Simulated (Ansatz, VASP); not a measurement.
## Two plane-wave programs on W

File INCAR:

```
SYSTEM = W
ALGO = Normal
DIPOL = 0.5 0.5 0.500
EDIFF = 1E-6
ENCUT = 400
GGA = PS
GGA_COMPAT = .False.
IDIPOL = 3
ISIF = 2
ISMEAR = 1
LASPH = .True.
LCHARG = .True.
LDIPOL = .True.
LELF = .True.
LREAL = .False.
LVACPOTAV = .True.
LVHAR = .True.
LWAVE = .False.
NBANDS = 73
NELM = 120
NELMDL = -8
PREC = Accurate
SIGMA = 0.1
```

KPOINTS

```
k-points
0
Gamma
  10 10 1
  0 0 0
```

POSCAR

```
W
1.0
    3.1544505420      0.0000000000      0.0000000000
    0.0000000000      3.1544505420      0.0000000000
    0.0000000000      0.0000000000     36.6178021660
W
9
Direct
    0.0000000000      0.0000000000      0.3277094552
    0.5000000000      0.5000000000      0.3707820914
    0.0000000000      0.0000000000      0.4138547276
    0.5000000000      0.5000000000      0.4569273638
    0.0000000000      0.0000000000      0.5000000000
    0.5000000000      0.5000000000      0.5430726362
    0.0000000000      0.0000000000      0.5861452724
    0.5000000000      0.5000000000      0.6292179086
    0.0000000000      0.0000000000      0.6722905448
```

Input for Ansatz:

```yaml
crystal:
  lattice:
    - [3.154450542, 0.0, 0.0]
    - [0.0, 3.154450542, 0.0]
    - [0.0, 0.0, 36.617802166]
  atoms:
    - { symbol: W, position: [0.0, 0.0, 0.3277094552] }
    - { symbol: W, position: [0.5, 0.5, 0.3707820914] }
    - { symbol: W, position: [0.0, 0.0, 0.4138547276] }
    - { symbol: W, position: [0.5, 0.5, 0.4569273638] }
    - { symbol: W, position: [0.0, 0.0, 0.5] }
    - { symbol: W, position: [0.5, 0.5, 0.5430726362] }
    - { symbol: W, position: [0.0, 0.0, 0.5861452724] }
    - { symbol: W, position: [0.5, 0.5, 0.6292179086] }
    - { symbol: W, position: [0.0, 0.0, 0.6722905448] }
kpoints:
  mp_grid: { grid: [10, 10, 1] }
scf:
  occupations: { method: cold, width: 0.1 }
hamiltonian:
  xc: pbesol
  pseudopotentials: { kind: paw, azcp: { folder: soft_1 } }
output:
  forces: true
  stress: false
  populations: false
efield:
  axis: 3
  dipole_correction: true
```

Alike in both runs: task single point; functional PBEsol; k mesh 10 × 10 × 1; no spin polarisation.

|  | VASP | Ansatz |
| --- | --- | --- |
| version | VASP 6.6.1 | Ansatz 0.2.0 |
| potentials or method | VASP PAW PBE potentials, release 64 (W_sv) | plane-wave PAW, scalar-relativistic |
| plane-wave cutoff (eV) | 400 | 420 |
| occupations | methfessel-paxton of order 1, width 0.1 eV | cold, width 0.1 eV |
| valence electrons in the cell | 126 | 126 |

|  | VASP | Ansatz | Ansatz less VASP |
| --- | --- | --- | --- |
| rms of the force components (eV/Å) | 0.673 | 0.669 | -0.0046 |
| work function, face that differs most (eV) | 4.29 | 4.30 | +0.011 |

VASP's potentials were made for PBE, not for PBEsol, and Ansatz warns of the same on its side. Atom by atom the forces differ by 0.010 eV/Å (rms over components).

Spin-orbit coupling is off throughout.
